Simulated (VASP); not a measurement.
A run of VASP 6.6.1:

The input INCAR:

```
ALGO = Normal
EDIFF = 1E-7
ENCUT = 520
GGA = PE
ISIF = 2
ISMEAR = -1
LASPH = T
LCHARG = F
LREAL = Auto
LWAVE = F
NBANDS = 122
NELM = 100
PREC = Accurate
SIGMA = 0.05
```

File KPOINTS:

```
k-points
0
Gamma
  2 2 1
```

The input POSCAR:

```
Si13O24
1.0
   -2.3125000000      4.0053670000      5.2160000000
    4.6250000000      0.0000000000      5.2160000000
    4.6250000000      8.0107350000      0.0000000000
Si O
13 24
Direct
    0.9265370845      0.3823011057      0.0207944636
    0.5761380982      0.1026387423      0.9549005771
   -0.0013234364     -0.0085692016      0.2704372131
    0.9421510193      0.3935660052      0.5409040991
    0.5657478897      0.0902912208      0.4483448863
   -0.0041262621      0.0019598510      0.7578364774
    0.4566079636      0.8720346745      0.2699774154
    0.0485275785      0.5947431270      0.2126557973
    0.5146758745      0.4919192175      0.5224781792
    0.4725993280      0.9051614082      0.7797869044
    0.0318653533      0.6507458430      0.6946138607
    0.4712336459      0.5052809246      0.0297521145
    0.2215689936      0.6299264052      0.8728580916
    0.0616024528      0.1539075165      0.1008720883
    0.9972679048      0.5611485062      0.0650097705
    0.2859650733      0.5787588531      0.1834669268
    0.4452896389      0.2797103611      1.0395614853
    0.5506522218      0.8877105083      0.0858642512
    0.2087606227      0.8978919847      0.3334072455
    0.0775286390      0.1851630788      0.6238715109
    0.9837384624      0.6058896051      0.5490715179
    0.3125096149      0.6134681459      0.6185055805
    0.4325852187      0.3135804255      0.4931554271
    0.5473063093      0.8912864821      0.5937828888
    0.2208615257      0.9023171553      0.8275730671
    0.5873159810      0.6560505834      0.3532614612
    0.4652656221      0.0768547767      0.3169672235
    0.8004931941      0.1186594133      0.3865601567
    0.9199047479      0.8233276140      0.2401707059
   -0.0033562012      0.3929459251      0.3564894878
    0.6976208784      0.4039128639      0.6175678455
    0.5961091620      0.6902980465      0.8762322101
    0.4639699035      0.1166282561      0.8180810200
    0.8310719035      0.0858759492      0.9062654080
    0.8718174456      0.8983704379      0.6857112579
   -0.0169178732      0.4197744683      0.8305557843
    0.6801564139      0.4139003346      0.1093562507
```

Potentials or basis: VASP PAW PBE potentials, release 64 (Si, O).

Command:

```sh
$ cat potpaw_PBE.64/Si/POTCAR potpaw_PBE.64/O/POTCAR > POTCAR
$ mpirun -np 1 vasp_std > vasp.out
```

Hardware: 1 thread of AMD EPYC 7R13 (shared host).

Question: Estimate the wall time of this run.

Answer: Run time: 15 min on 1 thread of AMD EPYC 7R13, with other jobs on the host, peak memory 0.47 GiB. Counts: scf iterations 17, k points 4.
